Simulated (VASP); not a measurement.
Pt: single point with PBEsol

Crystal: Pt.

```
Pt
1.0
     0.00000    1.97158    1.97158
     1.97158    0.00000    1.97158
     1.97158    1.97158    0.00000
Pt
1
Direct
  0.00000 0.00000 0.00000
```

```
Program                : VASP 6.6.1
Task                   : single point
Functional             : PBEsol
Potentials or basis    : VASP PAW PBE potentials, release 64 (Pt)
Cutoff                 : 520 eV
k mesh                 : 8 × 8 × 8
Occupations            : gaussian, width 0.1 eV
Spin                   : no spin polarisation
Dipole correction      : no
Further INCAR settings : ALGO = Normal; EDIFF = 1e-07; NBANDS = 11
```

The pressure is -6.3 GPa and the band gap on the k mesh is zero (bands 5 and 6 overlap by 2.16 eV).

Levels at points of the mesh, in eV from the Fermi level:
| k point | band 3 | band 4 | band 5 | band 6 | band 7 | band 8 |
| --- | --- | --- | --- | --- | --- | --- |
| (0.00, 0.00, 0.00) | -3.67 | -3.67 | -1.55 | -1.55 | 14.74 | 19.61 |
| (0.50, 0.00, 0.00) | -3.72 | -0.41 | 0.07 | 0.07 | 5.72 | 14.29 |
| (0.50, 0.50, 0.00) | 0.05 | 0.51 | 0.51 | 1.81 | 8.70 | 11.35 |

It took 3 s on 1 thread of Intel(R) Xeon(R) 6975P-C (Granite Rapids), with other jobs on the host, peak memory 0.14 GiB.

Caveat: the cell stands under tension; the PAW data sets were made with another functional, which shifts forces and pressure a little; spin-orbit coupling is left out, which moves the levels of the heavy elements.
